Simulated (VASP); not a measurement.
Input of a VASP 6.6.1 run:

INCAR

```
SYSTEM = BAs
  PREC = Accurate
  ENCUT = 520
  EDIFF = 1E-8
  ISMEAR = 0
  SIGMA = 0.01
  LREAL = .False.
  LASPH = .True.
  NELM = 60
  ALGO = Normal
  ISIF = 2
  LWAVE = .False.
  LCHARG = .False.
  METAGGA = R2SCAN
  LMIXTAU = .True.
  IVDW = 12
  VDW_S6 = 1.0
  VDW_S8 = 0.78981345
  VDW_A1 = 0.49484001
  VDW_A2 = 5.73083694
  NBANDS = 11
  IBRION = 6
  NFREE = 2
  POTIM = 0.015
  NSW = 1
```

KPOINTS

```
Automatic mesh
0
Gamma
  10 10 10
  0 0 0
```

Contents of POSCAR:

```
BAs
1.0
    0.0000000000      2.3820000000      2.3820000000
    2.3820000000      0.0000000000      2.3820000000
    2.3820000000      2.3820000000      0.0000000000
B As
1 1
Direct
    0.0000000000      0.0000000000      0.0000000000
    0.2500000000      0.2500000000      0.2500000000
```

Potentials or basis: VASP PAW PBE potentials, release 64 (B, As).

Launch:

```console
$ cat potpaw_PBE.64/B/POTCAR potpaw_PBE.64/As/POTCAR > POTCAR
$ mpirun -np 1 vasp_std > vasp.out
```

Question: What does it give for the highest phonon frequency at Γ, LO-TO splitting left out?

Answer: 709 cm⁻¹.

Question: Predict the dispersion energy per atom.

Answer: -0.155 eV.

Phonon frequencies in cm⁻¹ (negative: imaginary):
| q point | frequencies |
| --- | --- |
| (0.000, 0.000, 0.000) | 0 0 0 709 709 709 |
